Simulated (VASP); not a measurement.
Set up this calculation in VASP 6.6.1, as the native input.

* Task: single point
* Functional: r2SCAN
* Potentials or basis: VASP PAW PBE potentials, release 64 (K_sv, Sn_d, Cl)
* Cutoff: 520 eV
* k mesh: 6 × 6 × 6
* Occupations: gaussian, width 0.01 eV
* Spin: no spin polarisation
* Dipole correction: no
* Further INCAR settings: ALGO = Normal; EDIFF = 1e-06; NBANDS = 30

KSnCl3:

```
CELL_PARAMETERS angstrom
5.51229 0.00000 0.00000
0.00000 5.51229 0.00000
0.00000 0.00000 5.54932
ATOMIC_POSITIONS crystal
K 0.00000 0.00000 0.00000
Sn 0.50000 0.50000 0.50000
Cl 0.50000 0.50000 0.00000
Cl 0.50000 0.00000 0.50000
Cl 0.00000 0.50000 0.50000
```

This cell differs from its parent crystal: epitaxial xy strain -0.5%.

One way to write it, as run:

POSCAR

```
KSnCl3
1.0
    5.5122859427      0.0000000000      0.0000000000
    0.0000000000      5.5122859427      0.0000000000
    0.0000000000      0.0000000000      5.5493217223
K Sn Cl
1 1 3
Direct
    0.0000000000      0.0000000000      0.0000000000
    0.5000000000      0.5000000000      0.5000000000
    0.5000000000      0.5000000000      0.0000000000
    0.5000000000      0.0000000000      0.5000000000
    0.0000000000      0.5000000000      0.5000000000
```

INCAR.step1

```
SYSTEM = KSnCl3
PREC     = Accurate       ! precision mode
ENCUT    = 520            ! plane-wave cutoff, eV
ISMEAR   = 0              ! smearing method
SIGMA    = 0.01           ! smearing width, eV
LREAL    = .FALSE.        ! projectors in reciprocal space
LASPH    = .TRUE.         ! aspherical terms in the spheres
NELM     = 100            ! most SCF steps
NBANDS   = 30             ! bands
GGA      = PE             ! functional
ALGO     = Normal         ! electronic algorithm
EDIFF    = 1E-4           ! SCF threshold, eV
LWAVE    = .TRUE.         ! write WAVECAR
LCHARG   = .FALSE.        ! write CHGCAR
```

INCAR.step2

```
SYSTEM = KSnCl3
PREC     = Accurate       ! precision mode
ENCUT    = 520            ! plane-wave cutoff, eV
EDIFF    = 1E-6           ! SCF threshold, eV
ISMEAR   = 0              ! smearing method
SIGMA    = 0.01           ! smearing width, eV
LREAL    = .FALSE.        ! projectors in reciprocal space
LASPH    = .TRUE.         ! aspherical terms in the spheres
NELM     = 100            ! most SCF steps
ALGO     = Normal         ! electronic algorithm
ISIF     = 2              ! what is computed and relaxed
LWAVE    = .FALSE.        ! write WAVECAR
LCHARG   = .FALSE.        ! write CHGCAR
METAGGA  = R2SCAN         ! meta-GGA
LMIXTAU  = .TRUE.       
NBANDS   = 30             ! bands
ISTART   = 1
```

KPOINTS

```
Automatic mesh
0
G
  6 6 6
  0 0 0
```

Potentials or basis: VASP PAW PBE potentials, release 64 (K_sv, Sn_d, Cl).

Launch:

```sh
$ cat potpaw_PBE.64/K_sv/POTCAR potpaw_PBE.64/Sn_d/POTCAR potpaw_PBE.64/Cl/POTCAR > POTCAR
$ cp INCAR.step1 INCAR
$ mpirun -np 1 vasp_std > vasp.out
$ cp INCAR.step2 INCAR
$ mpirun -np 1 vasp_std > vasp.out
```

It gave:

| Item | Value |
| --- | --- |
| Pressure | 0.0 GPa |
| Band gap on the k mesh | 0.88 eV |

Caveat: the cell differs from its parent crystal (epitaxial xy strain -0.5%); the PAW data sets were made with another functional, which shifts forces and pressure a little; spin-orbit coupling is left out, which moves the levels of the heavy elements.

It took 4.9 min on 1 thread of AMD EPYC 9R45 96-Core Processor (Zen 5) (shared host), peak memory 0.38 GiB.
